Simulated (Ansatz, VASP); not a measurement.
**One calculation of K, two programs**

INCAR

```
  PREC = Accurate
  ENCUT = 400
  EDIFF = 1E-8
  ISMEAR = -1
  SIGMA = 0.05
  LREAL = False
  LASPH = True
  NELM = 120
  ALGO = Normal
  ISIF = 2
  LWAVE = False
  LCHARG = False
  GGA = PS
  LEFG = True
  NBANDS = 10
  GGA_COMPAT = False
```

Contents of KPOINTS:

```
regular mesh
0
Gamma
  10 10 10
```

The input POSCAR:

```
K
1.0
   -2.6975585167      2.6975585167      2.6975585167
    2.6975585167     -2.6975585167      2.6975585167
    2.6975585167      2.6975585167     -2.6975585167
K
1
Direct
    0.0000000000      0.0000000000      0.0000000000
```

Input for Ansatz:

```yaml
crystal:
  lattice:
    - [-2.6975585167, 2.6975585167, 2.6975585167]
    - [2.6975585167, -2.6975585167, 2.6975585167]
    - [2.6975585167, 2.6975585167, -2.6975585167]
  atoms:
    - { symbol: K, position: [0.0, 0.0, 0.0] }
kpoints:
  mp_grid: { grid: [10, 10, 10] }
  band_path:
    path:
      - [0.0, 0.0, 0.0]
      - [0.5, -0.5, 0.5]
      - [0.0, 0.0, 0.5]
      - [0.0, 0.0, 0.0]
      - [0.25, 0.25, 0.25]
      - [0.5, -0.5, 0.5]
      - [0.25, 0.25, 0.25]
      - [0.0, 0.0, 0.5]
    npoints: 8
scf:
  occupations: { method: fermi_dirac, width: 0.05 }
hamiltonian:
  xc: pbesol
  pseudopotentials: { kind: all_electron, datasets: crystal }
output:
  forces: true
  stress: true
  eigenvalues: true
  efg: { contact_densities: true }
```

Alike in both runs: task electric field gradients; functional PBEsol; k mesh 10 × 10 × 10; occupations fermi-dirac, width 0.05 eV; no spin polarisation.

|  | VASP | Ansatz |
| --- | --- | --- |
| version | VASP 6.6.1 | Ansatz 0.2.0 |
| potentials or method | VASP PAW PBE potentials, release 64 (K_sv), cutoff 400 eV | all-electron PAW with datasets made for the crystal, scalar-relativistic |

```csv
,VASP,Ansatz,Ansatz less VASP
pressure (GPa),-0.3,-0.3,+0.01
```

VASP's potentials were made for PBE, not for PBEsol. Ansatz ran all-electron here, and VASP with PAW potentials.
